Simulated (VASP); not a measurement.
# WSe3 in VASP: further runs, part 2 of 2

VASP 6.6.1. Earlier steps stand in the parts before.

**3. Single point, PBE, collinear spin, ferrimagnetic start**

INCAR

```
SYSTEM = WSe3
PREC = Accurate ; ENCUT = 520
EDIFF = 1E-6 ; ISMEAR = 0
SIGMA = 0.1 ; LREAL = .False.
LASPH = .True. ; NELM = 150
ALGO = Normal ; ISIF = 2
LWAVE = .False. ; LCHARG = .False.
ISPIN = 2 ; MAGMOM = 2.49 -0.26 -0.28 -0.28
LORBIT = 11 ; LMAXMIX = 4
GGA = PE ; NBANDS = 28
```

KPOINTS

```
Automatic mesh
0
Gamma
  6 6 6
  0 0 0
```

POSCAR

```
WSe3
1.0
   -2.3088501647      2.3088501647      3.2889003137
    2.3088501647     -2.3088501647      3.2889003137
    2.3088501647      2.3088501647     -3.2889003137
W Se
1 3
Direct
    0.0000000000      0.0000000000      0.0000000000
    0.5000000000      0.5000000000      0.0000000000
    0.2500000000      0.7500000000      0.5000000000
    0.7500000000      0.2500000000      0.5000000000
```

Potentials or basis: VASP PAW PBE potentials, release 64 (W_sv, Se).

On the command line:

```
> cat potpaw_PBE.64/W_sv/POTCAR potpaw_PBE.64/Se/POTCAR > POTCAR
> mpirun -np 1 vasp_std > vasp.out
```

OUTCAR:

```text
SYSTEM = WSe3
   PREC = Accurate
   ENCUT = 520
   EDIFF = 1E-6
   ISMEAR = 0
   LREAL = .False.
   LASPH = .True.
   NELM = 150
   ISIF = 2
   ISPIN = 2
   LORBIT = 11
   GGA = PE

 ion  position               nearest neighbor table
   1  0.000  0.000  0.000-   4 2.83   3 2.83   3 2.83   4 2.83   3 2.83   4 2.83   4 2.83   3 2.83

   2  0.500  0.500  0.000-
   3  0.250  0.750  0.500-   1 2.83   1 2.83   1 2.83   1 2.83
   4  0.750  0.250  0.500-   1 2.83   1 2.83   1 2.83   1 2.83

  LATTYP: Found a body centered tetragonal cell.
 ALAT       =     4.6177003294
 C/A-ratio  =     1.4244754224

  Lattice vectors:

 A1 = (  -2.3088501647,   2.3088501647,   3.2889003137)
 A2 = (   2.3088501647,  -2.3088501647,   3.2889003137)
 A3 = (   2.3088501647,   2.3088501647,  -3.2889003137)

Analysis of symmetry for initial positions (statically):
=====================================================================
 Subroutine PRICEL returns:
 Original cell was already a primitive cell.

 Routine SETGRP: Setting up the symmetry group for a
 body centered tetragonal supercell.

 Subroutine GETGRP returns: Found 16 space group operations
 (whereof 16 operations were pure point group operations)
 out of a pool of 16 trial point group operations.

The static configuration has the point symmetry D_4h.

Analysis of symmetry for dynamics (positions and initial velocities):
=====================================================================
 Subroutine PRICEL returns:
 Original cell was already a primitive cell.

 Routine SETGRP: Setting up the symmetry group for a
 body centered tetragonal supercell.

 Subroutine GETGRP returns: Found 16 space group operations
 (whereof 16 operations were pure point group operations)
 out of a pool of 16 trial point group operations.

The dynamic configuration has the point symmetry D_4h.

Analysis of structural, dynamic, and magnetic symmetry:
=====================================================================
 Subroutine PRICEL returns:
[... 166 lines left out ...]
 val. band max:        8.2234898825   @ k =  -0.1667  -0.1667   0.1667
 cond. band min:       8.2366032001   @ k =   0.5000   0.5000   0.0000
 fundamental gap:      0.0131133176
 Fermi energy:         8.2317944497

 spin component 1

 k-point     1 :       0.0000    0.0000    0.0000
  band No.  band energies     occupation
      1     -66.4710      1.00000
      2     -30.5998      1.00000
      3     -30.5996      1.00000
      4     -30.5996      1.00000
      5      -8.6854      1.00000
      6      -3.9646      1.00000
[... 733 lines left out ...]
     27      19.2344      0.00000
     28      20.1464      0.00000

 [... further k-points ...]

 spin component 2

 k-point     1 :       0.0000    0.0000    0.0000
  band No.  band energies     occupation
      1     -66.4705      1.00000
      2     -30.5992      1.00000
      3     -30.5990      1.00000
      4     -30.5990      1.00000
      5      -8.6855      1.00000
      6      -3.9649      1.00000
[... 733 lines left out ...]
     27      19.2344      0.00000
     28      20.1464      0.00000

 [... further k-points ...]

------------------------ aborting loop because EDIFF is reached ----------------------------------------

  FORCE on cell =-STRESS in cart. coord.  units (eV):
  Direction    XX          YY          ZZ          XY          YZ          ZX
  --------------------------------------------------------------------------------------
  -------------------------------------------------------------------------------------
  Total        0.0729250      0.0729250     -0.0127420      0.0000000      0.0000000      0.0000000
  in kB        1.6660366      1.6660366     -0.2911022      0.0000000      0.0000000      0.0000000
  external PRESSURE =       1.0136570 kB  Pullay stress =       0.0000000 kB

 VOLUME and BASIS-vectors are now :
 -----------------------------------------------------------------------------
  energy-cutoff  :      520.00
  volume of cell :       70.13
      direct lattice vectors                 reciprocal lattice vectors
    -2.308850165  2.308850165  3.288900314     0.000000000  0.216558011  0.152026499
     2.308850165 -2.308850165  3.288900314     0.216558011  0.000000000  0.152026499
     2.308850165  2.308850165 -3.288900314     0.216558011  0.216558011  0.000000000

 POSITION                                       TOTAL-FORCE (eV/Angst)
 -----------------------------------------------------------------------------------
      0.00000      0.00000      0.00000         0.000000     -0.000000     -0.000000
      0.00000      0.00000      3.28890         0.000000     -0.000000     -0.000000
      2.30885      0.00000      1.64445         0.000000      0.000000     -0.000000
      0.00000      2.30885      1.64445        -0.000000     -0.000000      0.000000
 -----------------------------------------------------------------------------------
    total drift:                               -0.000000      0.000000      0.000000

  FREE ENERGIE OF THE ION-ELECTRON SYSTEM (eV)
  ---------------------------------------------------
  free  energy   TOTEN  =       -20.8858002077 eV

  energy  without entropy=      -20.8745807938  energy(sigma->0) =      -20.88019050

 total charge

# of ion       s       p       d       tot
------------------------------------------
    1        2.288   6.156   3.211  11.655
    2        1.551   2.051   0.091   3.693
    3        1.506   2.182   0.096   3.783
    4        1.506   2.182   0.096   3.783
--------------------------------------------------
tot          6.850  12.571   3.494  22.915

 magnetization (x)

# of ion       s       p       d       tot
------------------------------------------
    1        0.000   0.000   0.000   0.001
    2       -0.000  -0.000  -0.000  -0.000
    3       -0.000  -0.000  -0.000  -0.000
    4       -0.000  -0.000  -0.000  -0.000
--------------------------------------------------
tot          0.000  -0.000   0.000   0.000
```

stdout:

```text
POSCAR found type information on POSCAR W Se
 POSCAR found :  2 types and       4 ions
 scaLAPACK will be used
 LDA part: xc-table for (Slater+PW92), standard interpolation
 POSCAR, INCAR and KPOINTS ok, starting setup
 FFT: planning ... GRIDC
 FFT: planning ... GRID_SOFT
 FFT: planning ... GRID
 WAVECAR not read
 entering main loop
```

It took 1.7 min on 1 thread of Intel Xeon 6975P-C, shared host; peak memory 0.29 GiB.

Results:

```
Free energy                                           : -20.8858 eV
Pressure                                              : 0.1 GPa
Band gap on the k mesh                                : zero (filled and empty bands overlap)
Net moment                                            : 0.00 μB per cell
Valence electrons inside the program's atomic spheres : W 11.65; Se 3.69, 3.78
```

Stress tensor (GPa, compression positive):
```
 0.17  0.00  0.00
 0.00  0.17  0.00
 0.00  0.00 -0.03
```

Levels at points of the mesh, in eV from the Fermi level:
Spin up:
```
           k point  band 12  band 13  band 14  band 15  band 16  band 17  band 18  band 19  band 20  band 21
(0.00, 0.00, 0.00)    -4.38    -4.38    -1.45    -1.43    -0.58    -0.52    -0.52     2.76     2.76     2.80
(0.50, 0.00, 0.00)    -3.78    -2.10    -2.04    -1.78     0.04     1.13     1.20     1.23     3.90     3.93
(0.50, 0.50, 0.00)    -2.55    -1.62    -0.65    -0.56     0.01     0.65     0.87     0.94     1.94     1.94
(0.50, 0.50, 0.50)    -2.57    -1.58    -0.65    -0.57    -0.08     0.62     0.87     0.87     1.90     1.90
```
Spin down:
| k point | band 12 | band 13 | band 14 | band 15 | band 16 | band 17 | band 18 | band 19 | band 20 | band 21 |
| --- | --- | --- | --- | --- | --- | --- | --- | --- | --- | --- |
| (0.00, 0.00, 0.00) | -4.38 | -4.38 | -1.45 | -1.43 | -0.58 | -0.52 | -0.52 | 2.76 | 2.76 | 2.80 |
| (0.50, 0.00, 0.00) | -3.78 | -2.10 | -2.04 | -1.78 | 0.04 | 1.13 | 1.20 | 1.23 | 3.90 | 3.93 |
| (0.50, 0.50, 0.00) | -2.54 | -1.62 | -0.65 | -0.56 | 0.00 | 0.66 | 0.87 | 0.94 | 1.94 | 1.94 |
| (0.50, 0.50, 0.50) | -2.57 | -1.58 | -0.65 | -0.57 | -0.08 | 0.62 | 0.86 | 0.86 | 1.90 | 1.90 |

Caveat: spin-orbit coupling is left out, which moves the levels of the heavy elements.

**4. Relaxation of cell and atoms, PBE**

INCAR

```
SYSTEM = WSe3
ALGO = Normal
EDIFF = 1E-6
EDIFFG = -0.01
ENCUT = 600
GGA = PE
IBRION = 2
ISIF = 3
ISMEAR = 0
LASPH = .True.
LCHARG = .False.
LREAL = .False.
LWAVE = .False.
NELM = 60
NSW = 100
PREC = Accurate
SIGMA = 0.1
```

KPOINTS

```
k-points
0
Gamma
  12 12 12
  0 0 0
```

POSCAR

```
WSe3
1.0
    0.0000000000      3.2731049155      3.2731049155
    3.2731049155      0.0000000000      3.2731049155
    3.2731049155      3.2731049155      0.0000000000
W Se
1 3
Direct
    0.0000000000      0.0000000000      0.0000000000
    0.5000000000      0.5000000000      0.5000000000
    0.2500000000      0.2500000000      0.2500000000
    0.7500000000      0.7500000000      0.7500000000
```

Potentials or basis: VASP PAW PBE potentials, release 64 (W_sv, Se).

On the command line:

```
> cat potpaw_PBE.64/W_sv/POTCAR potpaw_PBE.64/Se/POTCAR > POTCAR
> mpirun -np 1 vasp_std > vasp.out
```

OUTCAR:

```text
SYSTEM = WSe3
   EDIFF = 1E-6
   EDIFFG = -0.01
   ENCUT = 600
   GGA = PE
   IBRION = 2
   ISIF = 3
   ISMEAR = 0
   LASPH = .True.
   LREAL = .False.
   NELM = 60
   NSW = 100
   PREC = Accurate

 ion  position               nearest neighbor table
   1  0.000  0.000  0.000-   4 2.83   4 2.83   3 2.83   4 2.83   3 2.83   3 2.83   4 2.83   3 2.83

   2  0.500  0.500  0.500-
   3  0.250  0.250  0.250-   1 2.83   1 2.83   1 2.83   1 2.83
   4  0.750  0.750  0.750-   1 2.83   1 2.83   1 2.83   1 2.83

  LATTYP: Found a face centered cubic cell.
 ALAT       =     6.5462098310

  Lattice vectors:

 A1 = (   0.0000000000,   3.2731049155,   3.2731049155)
 A2 = (   3.2731049155,   0.0000000000,   3.2731049155)
 A3 = (   3.2731049155,   3.2731049155,   0.0000000000)

Analysis of symmetry for initial positions (statically):
=====================================================================
 Subroutine PRICEL returns:
[... 169 lines left out ...]
 Free energy of the ion-electron system (eV)
  ---------------------------------------------------
  ext. energy  EPLUGINS =         0.00000000
  ---------------------------------------------------
  free energy    TOTEN  =       -20.86518198 eV

  energy without entropy =      -20.84905000  energy(sigma->0) =      -20.85711599

 E-fermi :   8.2897     XC(G=0): -11.7499

 val. band max:        8.2892827998   @ k =  -0.3333   0.0833   0.0000
 cond. band min:       8.2901166636   @ k =   0.4167   0.4167   0.0000
 fundamental gap:      0.0008338638
 Fermi energy:         8.2896911922

 k-point     1 :       0.0000    0.0000    0.0000
  band No.  band energies     occupation
      1     -66.4746      2.00000
      2     -30.6032      2.00000
      3     -30.6032      2.00000
      4     -30.6032      2.00000
      5      -8.6841      2.00000
      6      -3.9732      2.00000
[... 541 lines left out ...]
     19       9.6095      0.00000
     20      11.0699      0.00000

 [... further k-points ...]
[... 5 lines left out ...]
  --------------------------------------------------------------------------------------
  -------------------------------------------------------------------------------------
  Total        0.0339393      0.0339393      0.0339393      0.0000000      0.0000000      0.0000000
  in kB        0.7753595      0.7753595      0.7753595      0.0000000      0.0000000      0.0000000
  external PRESSURE =       0.7753595 kB  Pullay stress =       0.0000000 kB

 VOLUME and BASIS-vectors are now :
 -----------------------------------------------------------------------------
  energy-cutoff  :      600.00
  volume of cell :       70.13
      direct lattice vectors                 reciprocal lattice vectors
     0.000000000  3.273104915  3.273104915    -0.152760151  0.152760151  0.152760151
     3.273104915  0.000000000  3.273104915     0.152760151 -0.152760151  0.152760151
     3.273104915  3.273104915  0.000000000     0.152760151  0.152760151 -0.152760151

 POSITION                                       TOTAL-FORCE (eV/Angst)
 -----------------------------------------------------------------------------------
      0.00000      0.00000      0.00000         0.000000      0.000000      0.000000
      3.27310      3.27310      3.27310         0.000000      0.000000      0.000000
      1.63655      1.63655      1.63655         0.000000      0.000000      0.000000
      4.90966      4.90966      4.90966        -0.000000     -0.000000     -0.000000
 -----------------------------------------------------------------------------------
    total drift:                               -0.000000      0.000000      0.000000

  FREE ENERGIE OF THE ION-ELECTRON SYSTEM (eV)
  ---------------------------------------------------
  free  energy   TOTEN  =       -20.8651819833 eV

  energy  without entropy=      -20.8490500016  energy(sigma->0) =      -20.85711599

 reached required accuracy - stopping structural energy minimisation
```

CONTCAR:

```text
WSe3
   1.00000000000000
     0.0000000000000000    3.2731049154999998    3.2731049154999998
     3.2731049154999998    0.0000000000000000    3.2731049154999998
     3.2731049154999998    3.2731049154999998    0.0000000000000000
  W               Se
     1     3
Direct
     0.0000000000000000    0.0000000000000000    0.0000000000000000
     0.5000000000000000    0.5000000000000000    0.5000000000000000
     0.2500000000000000    0.2500000000000000    0.2500000000000000
     0.7500000000000000    0.7500000000000000    0.7500000000000000

  0.00000000E+00  0.00000000E+00  0.00000000E+00
  0.00000000E+00  0.00000000E+00  0.00000000E+00
  0.00000000E+00  0.00000000E+00  0.00000000E+00
  0.00000000E+00  0.00000000E+00  0.00000000E+00
```

It took 2.3 min on 1 thread of Intel Xeon 6975P-C, shared host; peak memory 0.31 GiB.

What came out:

```
Free energy             : -20.8652 eV
Pressure after relaxing : 0.1 GPa
Band gap on the k mesh  : zero (band 16 reaches 8.90 eV, above the bottom of band 17 at 7.02 eV)
```

Final structure:
```
CELL_PARAMETERS angstrom
0.00000 3.27310 3.27310
3.27310 0.00000 3.27310
3.27310 3.27310 0.00000
ATOMIC_POSITIONS crystal
W 0.00000 0.00000 0.00000
Se 0.50000 0.50000 0.50000
Se 0.25000 0.25000 0.25000
Se 0.75000 0.75000 0.75000
```

Caveat: the relaxation stopped at its first step, so nothing moved; spin-orbit coupling is left out, which moves the levels of the heavy elements.

**5. Overview**

```csv
task,spin,cell,k mesh,cutoff (eV),gap on the mesh (eV),pressure (GPa)
single point,off,"a = 4.628 Å, angles 60.0°, 4 atoms",12 × 12 × 12,520,none,0.1
single point,"collinear, ferrimagnetic start","a = 4.634 Å, angles 120.2, 120.2, 89.6°, 4 atoms",6 × 6 × 6,520,none,0.1
relaxation of cell and atoms,off,"relaxed from a = 4.629 Å, angles 60.0°, 4 atoms",12 × 12 × 12,600,none,0.1
```

Alike in all rows: level PBE; potentials or basis VASP PAW PBE potentials, release 64 (W_sv, Se); smearing gaussian 0.1 eV.

Caveats: spin-orbit coupling is left out, which moves the levels of the heavy elements; the relaxation stopped at its first step, so nothing moved (some runs).

Absolute energies hang on the potentials; compare differences alone.
